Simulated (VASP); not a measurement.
Input of a VASP 6.6.1 run:

INCAR

```
SYSTEM = MgO
ALGO = Normal
EDIFF = 1E-6
ENCUT = 520
GGA = PE
ISIF = 2
ISMEAR = 0
LASPH = .True.
LCHARG = .True.
LELF = .True.
LREAL = .False.
LVHAR = .True.
LWAVE = .False.
NBANDS = 11
NELM = 100
PREC = Accurate
SIGMA = 0.024
```

Contents of KPOINTS:

```
k-points
0
Gamma
  11 11 11
  0 0 0
```

The input POSCAR:

```
MgO
1.0
    0.0000000000      2.0970013927      2.0970013927
    2.0970013927      0.0000000000      2.0970013927
    2.0970013927      2.0970013927      0.0000000000
Mg O
1 1
Direct
    0.0000000000      0.0000000000      0.0000000000
    0.5000000000      0.5000000000      0.5000000000
```

Potentials or basis: VASP PAW PBE potentials, release 64 (Mg, O).

Launch:

```sh
$ cat potpaw_PBE.64/Mg/POTCAR potpaw_PBE.64/O/POTCAR > POTCAR
$ mpirun -np 1 vasp_std > vasp.out
```

**Question.** Predict the pressure.

**Answer.** 6.2 GPa.

**Question.** Predict the band gap on the k mesh.

**Answer.** 4.85 eV, direct.

A hybrid or GW would open this gap; PBE tends to underestimate it.
